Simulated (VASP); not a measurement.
# BN (F-43m) in VASP: notebook, part 2 of 2

VASP 6.6.1.

### Step 4. Single point, r2SCAN

This run uses another cell than the first one, of 5.76 Å³/atom.

POSCAR reads:

```
BN
1.0
    0.0000000000      1.7923102062      1.7923102062
    1.7923102062      0.0000000000      1.7923102062
    1.7923102062      1.7923102062      0.0000000000
B N
1 1
Direct
    0.0000000000      0.0000000000      0.0000000000
    0.2500000000      0.2500000000      0.2500000000
```

INCAR.step1 reads:

```
SYSTEM = BN
ALGO     = Normal         ! electronic algorithm
EDIFF    = 1E-5           ! SCF threshold, eV
ENCUT    = 1460           ! plane-wave cutoff, eV
GGA      = PE             ! functional
GGA_COMPAT= .FALSE.      
ISMEAR   = 0              ! smearing method
LASPH    = .TRUE.         ! aspherical terms in the spheres
LCHARG   = .FALSE.        ! write CHGCAR
LREAL    = .FALSE.        ! projectors in reciprocal space
LWAVE    = .TRUE.         ! write WAVECAR
NBANDS   = 11             ! bands
NELM     = 120            ! most SCF steps
PREC     = Accurate       ! precision mode
SIGMA    = 0.01           ! smearing width, eV
```

INCAR.step2 reads:

```
SYSTEM = BN
ALGO     = Normal         ! electronic algorithm
EDIFF    = 1E-6           ! SCF threshold, eV
ENCUT    = 1460           ! plane-wave cutoff, eV
GGA_COMPAT= .FALSE.      
ISIF     = 2              ! what is computed and relaxed
ISMEAR   = 0              ! smearing method
ISTART   = 1            
LASPH    = .TRUE.         ! aspherical terms in the spheres
LCHARG   = .FALSE.        ! write CHGCAR
LMIXTAU  = .TRUE.       
LREAL    = .FALSE.        ! projectors in reciprocal space
LWAVE    = .FALSE.        ! write WAVECAR
METAGGA  = R2SCAN         ! meta-GGA
NBANDS   = 11             ! bands
NELM     = 120            ! most SCF steps
PREC     = Accurate       ! precision mode
SIGMA    = 0.01           ! smearing width, eV
```

KPOINTS reads:

```
k-points
0
G
  10 10 10
  0 0 0
```

Potentials or basis: VASP PAW PBE potentials, release 64 (B_h, N_h).

Command:

```bash
$ cat potpaw_PBE.64/B_h/POTCAR potpaw_PBE.64/N_h/POTCAR > POTCAR
$ cp INCAR.step1 INCAR
$ mpirun -np 1 vasp_std > vasp.out
$ cp INCAR.step2 INCAR
$ mpirun -np 1 vasp_std > vasp.out
```

OUTCAR:

```text
SYSTEM = BN
   EDIFF = 1E-6
   ENCUT = 1460
   ISIF = 2
   ISMEAR = 0
   ISTART = 1
   LASPH = .TRUE.
   LREAL = .FALSE.
   METAGGA = R2SCAN
   NELM = 120
   PREC = Accurate

 ion  position               nearest neighbor table
   1  0.000  0.000  0.000-
   2  0.250  0.250  0.250-

  LATTYP: Found a face centered cubic cell.
 ALAT       =     3.5846204124

  Lattice vectors:

 A1 = (   0.0000000000,   1.7923102062,   1.7923102062)
 A2 = (   1.7923102062,   0.0000000000,   1.7923102062)
 A3 = (   1.7923102062,   1.7923102062,   0.0000000000)

Analysis of symmetry for initial positions (statically):
=====================================================================
 Subroutine PRICEL returns:
 Original cell was already a primitive cell.

 Routine SETGRP: Setting up the symmetry group for a
 face centered cubic supercell.

 Subroutine GETGRP returns: Found 24 space group operations
 (whereof 24 operations were pure point group operations)
 out of a pool of 48 trial point group operations.

The static configuration has the point symmetry T_d .

[... 168 lines left out ...]
  band No.  band energies     occupation
      1     -12.2982      2.00000
      2       9.2800      2.00000
      3       9.2800      2.00000
      4       9.2800      2.00000
      5      18.9561      0.00000
      6      18.9561      0.00000
      7      18.9561      0.00000
      8      20.7836      0.00000
      9      35.9277      0.00000
     10      38.2964      0.00000
     11      38.2964      0.00000
[... 309 lines left out ...]
 k-point    24 :       0.4000    0.3000    0.0000
  band No.  band energies     occupation
      1      -8.3197      2.00000
      2       2.0625      2.00000
      3       4.4903      2.00000
      4       4.9496      2.00000
      5      16.0536      0.00000
      6      20.7553      0.00000
      7      26.2322      0.00000
      8      26.3325      0.00000
      9      30.7063      0.00000
     10      38.5316      0.00000
     11      42.8672      0.00000

 [... further k-points ...]

------------------------ aborting loop because EDIFF is reached ----------------------------------------

  FORCE on cell =-STRESS in cart. coord.  units (eV):
  Direction    XX          YY          ZZ          XY          YZ          ZX
  --------------------------------------------------------------------------------------
  -------------------------------------------------------------------------------------
  Total        0.5769342      0.5769342      0.5769342      0.0000000      0.0000000      0.0000000
  in kB       80.2726005     80.2726005     80.2726005      0.0000000      0.0000000      0.0000000
  external PRESSURE =      80.2726005 kB  Pullay stress =       0.0000000 kB

 VOLUME and BASIS-vectors are now :
 -----------------------------------------------------------------------------
  energy-cutoff  :     1460.00
  volume of cell :       11.52
      direct lattice vectors                 reciprocal lattice vectors
     0.000000000  1.792310206  1.792310206    -0.278969566  0.278969566  0.278969566
     1.792310206  0.000000000  1.792310206     0.278969566 -0.278969566  0.278969566
     1.792310206  1.792310206  0.000000000     0.278969566  0.278969566 -0.278969566

 POSITION                                       TOTAL-FORCE (eV/Angst)
 -----------------------------------------------------------------------------------
      0.00000      0.00000      0.00000         0.000000      0.000000      0.000000
      0.89616      0.89616      0.89616        -0.000000     -0.000000     -0.000000
 -----------------------------------------------------------------------------------
    total drift:                               -0.000000     -0.000000     -0.000000

  FREE ENERGIE OF THE ION-ELECTRON SYSTEM (eV)
  ---------------------------------------------------
  free  energy   TOTEN  =       -19.1979166243 eV

  energy  without entropy=      -19.1979166243  energy(sigma->0) =      -19.19791662
```

OUTCAR.step1:

```text
SYSTEM = BN
   EDIFF = 1E-5
   ENCUT = 1460
   GGA = PE
   ISMEAR = 0
   LASPH = .TRUE.
   LREAL = .FALSE.
[... 556 lines left out ...]
      0.00000      0.00000      0.00000         0.000000      0.000000      0.000000
      0.89616      0.89616      0.89616        -0.000000     -0.000000     -0.000000
 -----------------------------------------------------------------------------------
    total drift:                                0.000000      0.000000     -0.000000

  FREE ENERGIE OF THE ION-ELECTRON SYSTEM (eV)
  ---------------------------------------------------
  free  energy   TOTEN  =       -17.4559393546 eV

  energy  without entropy=      -17.4559393546  energy(sigma->0) =      -17.45593935
```

Wall time 58 s (1 thread of AMD EPYC 9R45 (Zen 5), shared host); peak memory 0.16 GiB.

Results:

| Property | Result |
| --- | --- |
| Free energy | -19.1979 eV |
| Pressure | 8.0 GPa |
| Band gap on the k mesh | 5.02 eV (least direct gap 9.68 eV) |

Levels at points of the mesh, in eV from the valence-band top:
| k point | band 1 | band 2 | band 3 | band 4 | band 5 | band 6 | band 7 | band 8 |
| --- | --- | --- | --- | --- | --- | --- | --- | --- |
| (0.00, 0.00, 0.00) | -21.58 | 0.00 | 0.00 | 0.00 | 9.68 | 9.68 | 9.68 | 11.50 |
| (0.50, 0.00, 0.00) | -17.16 | -11.31 | -2.06 | -2.06 | 11.13 | 11.63 | 11.63 | 16.69 |
| (0.50, 0.50, 0.00) | -15.71 | -9.48 | -5.22 | -5.22 | 5.02 | 9.97 | 19.70 | 19.70 |

Caveat: the cell stands under pressure; the PAW data sets were made with another functional, which shifts forces and pressure a little.

### Step 5. Overview

```tsv
cell	gap on the mesh (eV)	pressure (GPa)
a = 2.513 Å, angles 60.0°, 2 atoms	5.06	19.5
a = 2.577 Å, angles 60.0°, 2 atoms	4.96	-11.2
a = 2.535 Å, angles 60.0°, 2 atoms	5.02	8.0
```

Alike in all rows: task single point; level r2SCAN; potentials or basis VASP PAW PBE potentials, release 64 (B_h, N_h); no spin polarisation; k mesh 10 × 10 × 10; cutoff (eV) 1460; smearing gaussian 0.01 eV.

Caveats: the PAW data sets were made with another functional, which shifts forces and pressure a little; the cell stands under pressure (at least some runs); the cell stands under tension (at least some runs).

Absolute energies hang on the potentials; compare differences alone.
